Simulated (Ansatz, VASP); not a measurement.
Two plane-wave programs on InP

File INCAR:

```
SYSTEM = InP
ALGO = Fast ; EDIFF = 1E-6
EDIFFG = -0.01 ; ENCUT = 600
GGA = PE ; IBRION = 2
ISIF = 3 ; ISMEAR = 0
LASPH = .True. ; LCHARG = .False.
LREAL = .False. ; LWAVE = .False.
NELM = 80 ; NSW = 100
PREC = Accurate ; SIGMA = 0.1
```

KPOINTS

```
k-points
0
Gamma
  12 12 8
  0 0 0
```

The input POSCAR:

```
InP
1.0
    2.8701536875     -3.0126846566      0.0000000000
    2.8701536875      3.0126846566      0.0000000000
    0.0000000000      0.0000000000      5.6305128484
In P
2 2
Direct
    0.2526925135      0.7473074865      0.5000000000
    0.7473074865      0.2526925135      0.5000000000
    0.8262863498      0.1737136502      0.0000000000
    0.1737136502      0.8262863498      0.0000000000
```

Input for Ansatz:

```yaml
crystal:
  lattice:
    - [2.8701536875, -3.0126846566, 0.0]
    - [2.8701536875, 3.0126846566, 0.0]
    - [0.0, 0.0, 5.6305128484]
  atoms:
    - { symbol: In, position: [0.2526925135, 0.7473074865, 0.5] }
    - { symbol: In, position: [0.7473074865, 0.2526925135, 0.5] }
    - { symbol: P, position: [0.8262863498, 0.1737136502, 0.0] }
    - { symbol: P, position: [0.1737136502, 0.8262863498, 0.0] }
basis:
  ecutwfc: 420
kpoints:
  mp_grid: { grid: [12, 12, 8] }
hamiltonian:
  xc: pbe
scf:
  occupations: { method: gaussian, width: 0.1 }
output:
  forces: true
  stress: true
  eigenvalues: true
  write_density: true
  write_potential: true
  elf: true
  volumetric_format: npy
relax:
  adjacent_minimum: "off"
  f_tol: 0.01
  max_steps: 80
  cell: { stress_tol: 0.05 }
```

Alike in both runs: task relaxation of cell and atoms; functional PBE; k mesh 12 × 12 × 8; occupations gaussian, width 0.1 eV; no spin polarisation.

|  | VASP | Ansatz |
| --- | --- | --- |
| version | VASP 6.6.1 | Ansatz 0.2.0 |
| potentials or method | VASP PAW PBE potentials, release 64 (In_d, P), cutoff 600 eV | scalar-relativistic, plane waves, PAW |
| valence electrons in the cell | 36 | 36 |

VASP gave:

| Property | Result |
| --- | --- |
| gap on the k mesh at the Fermi level, each at its own relaxed structure (eV) | none |
| relaxed volume (Å³/atom) | 24.86 |
| relaxed length of the cell vector where the two differ most in proportion (Å) | 4.242 |

Question: Which values does Ansatz return?

Answer: gap on the k mesh at the Fermi level, each at its own relaxed structure (eV): none; relaxed volume (Å³/atom): 24.84; relaxed length of the cell vector where the two differ most in proportion (Å): 4.239.

A gap of «none» marks a metal or a gap that the smearing closes.
